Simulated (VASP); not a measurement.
A run of VASP 6.6.1 is set up as follows.

Contents of INCAR:

```
PREC = Accurate
ENCUT = 520
EDIFF = 1E-6
ISMEAR = 0
SIGMA = 0.02
LREAL = False
LASPH = True
NELM = 100
ALGO = Normal
ISIF = 2
LWAVE = False
LCHARG = False
GGA = PS
IBRION = 2
NSW = 60
EDIFFG = -0.008
```

The input KPOINTS:

```
regular mesh
0
Gamma
  12 12 2
```

File POSCAR:

```
WS2
1.0
    3.1457762274      0.0000000000      0.0000000000
   -1.5728881137      2.7243221276      0.0000000000
    0.0000000000      0.0000000000     17.7163250095
W S
1 2
Direct
    0.3333333333      0.6666666667      0.0000000000
    0.6666666667      0.3333333333      0.9102792400
    0.6666666667      0.3333333333      0.0897207600
```

Potentials or basis: VASP PAW PBE potentials, release 64 (W_sv, S).

Launch:

```bash
$ cat potpaw_PBE.64/W_sv/POTCAR potpaw_PBE.64/S/POTCAR > POTCAR
$ mpirun -np 1 vasp_std > vasp.out
```

Estimate the band gap on the k mesh.

1.94 eV.

Estimate the energy gained by relaxing.

3.1 meV/atom.

Final structure:
```
W S
1.0
     3.14578    0.00000    0.00000
    -1.57289    2.72432    0.00000
     0.00000    0.00000   17.71633
W S
1 2
Direct
  0.33333 0.66667 0.00000
  0.66667 0.33333 0.91150
  0.66667 0.33333 0.08850
```

Caveat: the cell differs from its parent crystal (strain along c alone, the other axes held: +4.5 %); there is no dipole correction, which matters where the two faces differ; spin-orbit coupling is left out, which moves the levels of the heavy elements.
